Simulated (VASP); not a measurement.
Crystal: V.

```
V
1.0
    -1.51435    1.51435    1.51435
     1.51435   -1.51435    1.51435
     1.51435    1.51435   -1.51435
V
1
Direct
  0.00000 0.00000 0.00000
```

- Program: VASP 6.6.1
- Task: relaxation of cell and atoms
- Functional: revPBE
- Dispersion: D3(BJ)
- Potentials or basis: VASP PAW PBE potentials, release 64 (V_sv)
- Cutoff: 600 eV
- k mesh: 12 × 12 × 12
- Occupations: fermi-dirac, width 0.05 eV
- Spin: collinear spin, ferromagnetic start
- Starting moments: [2.0] μB

At the start: pressure -17.2 GPa; volume 13.89 Å³/atom.

How do energy, volume and symmetry change on relaxing?

Over 4 steps the energy falls by 79.1 meV/atom and the volume is 12.52 Å³/atom (-9.8 %); space group Im-3m (No. 229, to 0.05 Å); moment 0.00 μB per cell.

The path:
| step | energy change (eV) | largest force (eV/Å) | pressure (GPa) | volume (Å³) |
| --- | --- | --- | --- | --- |
| 1 | 0.0000 | 0.0000 | -17.15 | 13.89 |
| 2 | 0.0411 | 0.0000 | 30.31 | 11.11 |
| 3 | -0.0790 | 0.0000 | -0.53 | 12.55 |
| 4 | -0.0791 | 0.0000 | 0.02 | 12.52 |

Final structure:
```xyz
1
Lattice="-1.4630 1.4630 1.4630 1.4630 -1.4630 1.4630 1.4630 1.4630 -1.4630" Properties=species:S:1:pos:R:3 pbc="T T T"
V     1.4630    1.4630    1.4630
```

Caveat: the PAW data sets were made with another functional, which shifts forces and pressure a little; pairwise dispersion overbinds metals, which lowers pressure and volume.
